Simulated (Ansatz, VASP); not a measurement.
Sr in VASP and in Ansatz

```xyz
1
Lattice="0.0000 2.9663 3.1945 2.9663 0.0000 3.1945 2.9663 2.9663 0.0000" Properties=species:S:1:pos:R:3 pbc="T T T"
Sr    0.0000    0.0000    0.0000
```

Change from the starting cell: strain -0.025 along x and y, +0.050 along z, atoms carried along.

Alike in both runs: task single point; functional PBEsol; k mesh 10 × 10 × 10; occupations gaussian, width 0.03 eV; no spin polarisation.

|  | VASP | Ansatz |
| --- | --- | --- |
| version | VASP 6.6.1 | Ansatz 0.2.0 |
| potentials or method | VASP PAW PBE potentials, release 64 (Sr_sv), cutoff 520 eV | scalar-relativistic, plane waves, PAW |
| valence electrons in the cell | 10 | 10 |

|  | VASP | Ansatz | Ansatz less VASP |
| --- | --- | --- | --- |
| gap on the k mesh at the Fermi level (eV) | none | none | - |
| pressure (GPa) | -0.9 | -0.9 | 0.00 |
| traceless stress, the component that is largest in VASP (GPa) | -0.29 | -0.29 | -0.002 |

VASP's potentials were made for PBE, not for PBEsol. A gap of «none» marks a metal or a gap that the smearing closes.
